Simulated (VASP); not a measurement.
# BaTiO3 (Amm2) in VASP: notebook, part 2 of 2

VASP 6.6.1. The steps go on from the part before.

## (5) Relaxation of cell and atoms, PBEsol, target pressure 20 GPa, at which the enthalpy is minimised

This run uses another cell than the first one, of 12.87 Å³/atom.

Contents of INCAR:

```
SYSTEM = BaTiO3
ALGO = Normal ; EDIFF = 1E-7
EDIFFG = -0.01 ; ENCUT = 600
GGA = PS ; IBRION = 2
ISIF = 3 ; ISMEAR = -1
LASPH = .True. ; LCHARG = .False.
LREAL = .False. ; LWAVE = .False.
NELM = 80 ; NSW = 60
PREC = Accurate ; PSTRESS = 200.0
SIGMA = 0.05
```

Contents of KPOINTS:

```
k-points
0
Gamma
  7 7 7
  0 0 0
```

Contents of POSCAR:

```
BaTiO3
1.0
    3.9855000000      0.0000000000      0.0000000000
    0.0000000000      2.8369000000      2.8451500000
    0.0000000000     -2.8369000000      2.8451500000
Ba Ti O
1 1 3
Direct
    0.0000000000      0.0000000000      0.0000000000
    0.5000000000      0.5124000000      0.5124000000
    0.5000000000      0.9918400000      0.5052400000
    0.5000000000      0.5052400000      0.9918400000
    0.0000000000      0.4874000000      0.4874000000
```

Potentials or basis: VASP PAW PBE potentials, release 64 (Ba_sv, Ti_sv, O).

Run with:

```
$ cat potpaw_PBE.64/Ba_sv/POTCAR potpaw_PBE.64/Ti_sv/POTCAR potpaw_PBE.64/O/POTCAR > POTCAR
$ mpirun -np 1 vasp_std > vasp.out
```

OUTCAR:

```text
SYSTEM = BaTiO3
   EDIFF = 1E-7
   EDIFFG = -0.01
   ENCUT = 600
   GGA = PS
   IBRION = 2
   ISIF = 3
   ISMEAR = -1
   LASPH = .True.
   LREAL = .False.
   NELM = 80
   NSW = 60
   PREC = Accurate
   PSTRESS = 200.0

 ion  position               nearest neighbor table
   1  0.000  0.000  0.000-   5 2.77   4 2.81   3 2.81   3 2.81   4 2.81   5 2.84   5 2.84   4 2.84
                             3 2.84   3 2.84   4 2.84   5 2.92   2 3.42   2 3.42   2 3.47   2 3.47
   2  0.500  0.512  0.512-   3 1.93   4 1.93   5 2.00   5 2.00   3 2.09   4 2.09   1 3.42   1 3.42
                             1 3.47   1 3.47   1 3.47   1 3.47   1 3.53   1 3.53
   3  0.500  0.992  0.505-   2 1.93   2 2.09   1 2.81   1 2.81   1 2.84   1 2.84
   4  0.500  0.505  0.992-   2 1.93   2 2.09   1 2.81   1 2.81   1 2.84   1 2.84
   5  0.000  0.487  0.487-   2 2.00   2 2.00   1 2.77   1 2.84   1 2.84   1 2.92

  LATTYP: Found a base centered orthorhombic cell.
 ALAT       =     5.6738000000
 B/A-ratio  =     1.0029081039
 C/A-ratio  =     0.7024392823

  Lattice vectors:

 A1 = (   0.0000000000,   2.8369000000,  -2.8451500000)
 A2 = (   0.0000000000,   2.8369000000,   2.8451500000)
 A3 = (   3.9855000000,   0.0000000000,   0.0000000000)
[... 189 lines left out ...]
  -------------------------------------------------------------------------------------
  Total       -0.8675187     -0.8103726     -1.0625580      0.0000000      0.0000000      0.0000000
  in kB      -21.6036652    -20.1805662    -26.4606948      0.0000000      0.0000000      0.0000000
  external PRESSURE =    -222.7483087 kB  Pullay stress =     200.0000000 kB
[... 106 lines left out ...]
  energy  without entropy=      -41.7083583596  energy(sigma->0) =      -41.70835836

  enthalpy is  TOTEN    =       -34.4383588302 eV   P V=        7.2699995295

[... ionic steps 4 to 18 ...]

--------------------------------------- Ionic step       19  -------------------------------------------

 number of electron      39.9999996 magnetization

------------------------ aborting loop because EDIFF is reached ----------------------------------------
[... 77 lines left out ...]
--------------------------------------- Ionic step       21  -------------------------------------------

 number of electron      39.9999994 magnetization

 Free energy of the ion-electron system (eV)
  ---------------------------------------------------
  ext. energy  EPLUGINS =         0.00000000
  ---------------------------------------------------
  free energy    TOTEN  =       -41.67406046 eV

  energy without entropy =      -41.67406046  energy(sigma->0) =      -41.67406046

 E-fermi :   5.5084     XC(G=0): -12.0829

 val. band max:        4.5259862181   @ k =   0.0000   0.0000   0.0000
 cond. band min:       6.4385475722   @ k =   0.0000   0.0000   0.0000
 fundamental gap:      1.9125613541
 Fermi energy:         5.5084029079

 k-point     1 :       0.0000    0.0000    0.0000
  band No.  band energies     occupation
      1     -51.3617      2.00000
      2     -27.7577      2.00000
      3     -27.7576      2.00000
      4     -27.7574      2.00000
      5     -20.0263      2.00000
      6     -12.4800      2.00000
[... 637 lines left out ...]
     23       8.7431      0.00000
     24      10.7710      0.00000

 [... further k-points ...]
[... 5 lines left out ...]
  --------------------------------------------------------------------------------------
  -------------------------------------------------------------------------------------
  Total        7.1865130      7.2070746      7.1972573      0.0000000      0.0000000      0.0000000
  in kB      199.5906876    200.1617444    199.8890865      0.0000000      0.0000000      0.0000000
  external PRESSURE =      -0.1194938 kB  Pullay stress =     200.0000000 kB
[... 24 lines left out ...]
  energy  without entropy=      -41.6740604566  energy(sigma->0) =      -41.67406046

  enthalpy is  TOTEN    =       -34.4728096258 eV   P V=        7.2012508313

 reached required accuracy - stopping structural energy minimisation
```

OSZICAR:

```text
N       E                     dE             d eps       ncg     rms          rms(c)
DAV:   1     0.483985587388E+03    0.48399E+03   -0.23180E+04  3072   0.201E+03
DAV:   2     0.263029773996E+01   -0.48136E+03   -0.47272E+03  3744   0.518E+02
[... 211 lines left out ...]
       N       E                     dE             d eps       ncg     rms          rms(c)
DAV:   1    -0.416730786928E+02    0.27350E-04   -0.15770E-01  3672   0.548E+00    0.736E-02
DAV:   2    -0.416740563556E+02   -0.97766E-03   -0.10580E-02  3160   0.768E-01    0.403E-02
DAV:   3    -0.416740666135E+02   -0.10258E-04   -0.33937E-04  4416   0.119E-01    0.238E-02
DAV:   4    -0.416740601155E+02    0.64980E-05   -0.27931E-05  3696   0.508E-02    0.521E-03
DAV:   5    -0.416740605403E+02   -0.42476E-06   -0.47372E-06  3552   0.180E-02    0.297E-03
DAV:   6    -0.416740604571E+02    0.83209E-07   -0.14036E-07  2784   0.410E-03
  21 F= -.34472810E+02 E0= -.34472810E+02  d E =-.132039E-03
```

CONTCAR:

```text
BaTiO3
   1.00000000000000
     3.8642766341649861    0.0000000000000000    0.0000000000000000
     0.0000000000000000    2.7319617104474188    2.7322202905482316
     0.0000000000000000   -2.7319617104474188    2.7322202905482316
  Ba              Ti              O
     1     1     3
Direct
     0.0000000000000000    0.9993751199166323    0.9993751199166323
     0.5000000000000000    0.4994529507656000    0.4994529507656000
     0.5000000000000000    0.9993833966479249    0.4993688317319032
     0.5000000000000000    0.4993688317319032    0.9993833966479249
     0.0000000000000000    0.4992997009379440    0.4992997009379440

  0.00000000E+00  0.00000000E+00  0.00000000E+00
  0.00000000E+00  0.00000000E+00  0.00000000E+00
  0.00000000E+00  0.00000000E+00  0.00000000E+00
  0.00000000E+00  0.00000000E+00  0.00000000E+00
  0.00000000E+00  0.00000000E+00  0.00000000E+00
```

Run time: 34 min. Hardware: 1 thread of Intel Xeon 8259CL, shared host; peak memory 0.29 GiB.

Results:

```
Free energy                                                : -41.6741 eV
Relaxed volume                                             : 11.54 Å³/atom
Relaxed cell                                               : a = 3.864 Å, b = 3.864 Å, c = 3.864 Å, α = 89.99°, β = 90.00°, γ = 90.00°
Space group after relaxing (to 0.1 Å)                      : Pm-3m (No. 221)
Energy change on relaxing (the run minimises the enthalpy) : +61.7 meV/atom
Ionic steps                                                : 21
Pressure after relaxing                                    : 20.0 GPa
Band gap on the k mesh                                     : 1.91 eV
```

Forces in eV/Å, atoms in the order of the input:
```
Ba   0.000  0.000  0.001
Ti   0.000  0.000 -0.001
O    0.000 -0.002 -0.001
O    0.000  0.002 -0.001
O    0.000  0.000  0.003
```

Step by step:
| step | energy change (eV) | largest force (eV/Å) | pressure (GPa) | volume (Å³) |
| --- | --- | --- | --- | --- |
| 1 | 0.0000 | 0.2790 | -2.27 | 64.34 |
| 2 | 2.9137 | 1.9429 | 81.78 | 49.08 |
| 3 | 0.2743 | 0.4290 | 18.67 | 58.24 |
| 4 | 0.3024 | 0.4524 | 19.70 | 58.00 |
| 5 | 0.3177 | 0.4650 | 20.26 | 57.88 |
| 6 | 0.3250 | 0.2183 | 20.49 | 57.67 |
| 7 | 0.3377 | 0.2821 | 20.80 | 57.55 |
| 8 | 0.2806 | 0.2121 | 18.85 | 57.97 |
| 9 | 0.2742 | 0.2034 | 18.61 | 58.02 |
| 10 | 0.2952 | 0.1173 | 19.47 | 57.82 |
| 11 | 0.3124 | 0.0545 | 20.12 | 57.67 |
| 12 | 0.3123 | 0.0450 | 20.13 | 57.67 |
| 13 | 0.3132 | 0.0369 | 20.17 | 57.66 |
| 14 | 0.3131 | 0.0372 | 20.16 | 57.66 |
| 15 | 0.3040 | 0.0302 | 19.83 | 57.73 |
| 16 | 0.3020 | 0.0288 | 19.77 | 57.74 |
| 17 | 0.3051 | 0.0233 | 19.85 | 57.72 |
| 18 | 0.3107 | 0.0289 | 20.06 | 57.67 |
| 19 | 0.3099 | 0.0266 | 20.04 | 57.68 |
| 20 | 0.3096 | 0.0202 | 20.02 | 57.68 |
| 21 | 0.3086 | 0.0025 | 19.99 | 57.69 |

Final structure:
```
CELL_PARAMETERS angstrom
3.86428 0.00000 0.00000
0.00000 2.73196 2.73222
0.00000 -2.73196 2.73222
ATOMIC_POSITIONS crystal
Ba 0.00000 0.99938 0.99938
Ti 0.50000 0.49945 0.49945
O 0.50000 0.99938 0.49937
O 0.50000 0.49937 0.99938
O 0.00000 0.49930 0.49930
```

Levels at points of the mesh, in eV from the valence-band top:
```csv
k point,band 17,band 18,band 19,band 20,band 21,band 22,band 23,band 24
"(0.00, 0.00, 0.00)",-1.27,0.00,0.00,0.00,1.91,1.91,1.91,4.68
```

Caveat: the cell is relaxed towards a set pressure, so the run minimises the enthalpy, not the energy; the PAW data sets were made with another functional, which shifts forces and pressure a little; spin-orbit coupling is left out, which moves the levels of the heavy elements.

## (6) Overview

```tsv
task	level	cell	cutoff (eV)	gap on the mesh (eV)	pressure (GPa)	largest force (eV/Å)
single point	PBEsol+D3(BJ)	a = 3.937, b = 3.966, c = 3.966 Å, angles 89.9, 90.0, 90.0°, 5 atoms, atomic positions A	520	2.06	1.6	0.04
single point	PBEsol+D4	a = 3.942, b = 3.984, c = 3.984 Å, angles 89.8, 90.0, 90.0°, 5 atoms, atomic positions B	520	2.12	2.1	0.05
relaxation of cell and atoms	PBEsol	relaxed to 10 GPa from a = 3.986, b = 4.018, c = 4.018 Å, angles 89.8, 90.0, 90.0°, 5 atoms, atomic positions C	600	1.92	10.0	0.01
relaxation of cell and atoms	PBEsol	relaxed to 20 GPa from a = 3.986, b = 4.018, c = 4.018 Å, angles 89.8, 90.0, 90.0°, 5 atoms, atomic positions C	600	1.91	20.0	-
```

Alike in all rows: potentials or basis VASP PAW PBE potentials, release 64 (Ba_sv, Ti_sv, O); no spin polarisation; k mesh 7 × 7 × 7; smearing fermi-dirac 0.05 eV.

Caveats: the PAW data sets were made with another functional, which shifts forces and pressure a little; spin-orbit coupling is left out, which moves the levels of the heavy elements; the cell is relaxed towards a set pressure, so the run minimises the enthalpy, not the energy (at least some runs); three body term missing (at least some runs).

Total energies depend on the potentials used, so only differences within one code and one set of settings carry meaning.
